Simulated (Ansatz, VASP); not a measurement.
# Two plane-wave programs on ZnS

The input INCAR:

```
SYSTEM = ZnS
PREC = Accurate ; ENCUT = 600
EDIFF = 1E-6 ; ISMEAR = 0
SIGMA = 0.1 ; LREAL = .FALSE.
LASPH = .TRUE. ; NELM = 60
ALGO = Normal ; ISIF = 3
LWAVE = .FALSE. ; LCHARG = .FALSE.
GGA = PE ; IBRION = 2
NSW = 80 ; EDIFFG = -0.025
```

KPOINTS

```
regular mesh
0
G
  4 2 2
  0 0 0
```

Contents of POSCAR:

```
ZnS
1.0
   -0.0704678979      0.0319573522      3.7210379184
    6.5975460964     -0.0363939171     -0.1209727523
   -0.0363939171      6.8195948964      0.0548614187
Zn S
4 4
Direct
    0.0038593793      0.6738212080      0.6627526106
    0.4884457531      0.1587093352      0.8249490866
    0.4968220059      0.8249381491      0.1824203019
    0.0006142364      0.3362073993      0.3196055910
    0.5146596218      0.8153918739      0.8217904081
    0.5031331711      0.1903406930      0.1896533157
   -0.0059040448      0.6881858147      0.3092996534
   -0.0016301228      0.3124055269      0.6895290325
```

Input for Ansatz:

```yaml
crystal:
  lattice:
    - [-0.0704678979, 0.0319573522, 3.7210379184]
    - [6.5975460964, -0.0363939171, -0.1209727523]
    - [-0.0363939171, 6.8195948964, 0.0548614187]
  atoms:
    - { symbol: Zn, position: [0.0038593793, 0.673821208, 0.6627526106] }
    - { symbol: Zn, position: [0.4884457531, 0.1587093352, 0.8249490866] }
    - { symbol: Zn, position: [0.4968220059, 0.8249381491, 0.1824203019] }
    - { symbol: Zn, position: [0.0006142364, 0.3362073993, 0.319605591] }
    - { symbol: S, position: [0.5146596218, 0.8153918739, 0.8217904081] }
    - { symbol: S, position: [0.5031331711, 0.190340693, 0.1896533157] }
    - { symbol: S, position: [-0.0059040448, 0.6881858147, 0.3092996534] }
    - { symbol: S, position: [-0.0016301228, 0.3124055269, 0.6895290325] }
basis:
  ecutwfc: 420
kpoints:
  mp_grid: { grid: [4, 2, 2] }
hamiltonian:
  xc: pbe
scf:
  occupations: { method: gaussian, width: 0.1 }
  lower_state_search: "off"
output:
  forces: true
  stress: true
  eigenvalues: true
relax:
  adjacent_minimum: "off"
  f_tol: 0.025
  max_steps: 60
  cell: { stress_tol: 0.25 }
```

Change from the starting cell: cell x1, atoms moved at random (sigma 0.05 Å) and cell strained at random (1.5 %), then relaxed without symmetry.

Alike in both runs: task relaxation of cell and atoms; functional PBE; k mesh 4 × 2 × 2; occupations gaussian, width 0.1 eV; no spin polarisation.

|  | VASP | Ansatz |
| --- | --- | --- |
| version | VASP 6.6.1 | Ansatz 0.2.0 |
| potentials or method | VASP PAW PBE potentials, release 64 (Zn, S), cutoff 600 eV | scalar-relativistic, plane waves, PAW |
| valence electrons in the cell | 72 | 72 |

|  | VASP | Ansatz | Ansatz less VASP |
| --- | --- | --- | --- |
| gap on the k mesh at the Fermi level, each at its own relaxed structure (eV) | 2.15 | 2.16 | +0.014 |
| relaxed volume (Å³/atom) | 21.26 | 21.21 | -0.052 |
| relaxed cell length with the largest relative difference (Å) | 3.872 | 3.867 | -0.0056 |

The k mesh is coarse, so the values compare programs but aren't converged.
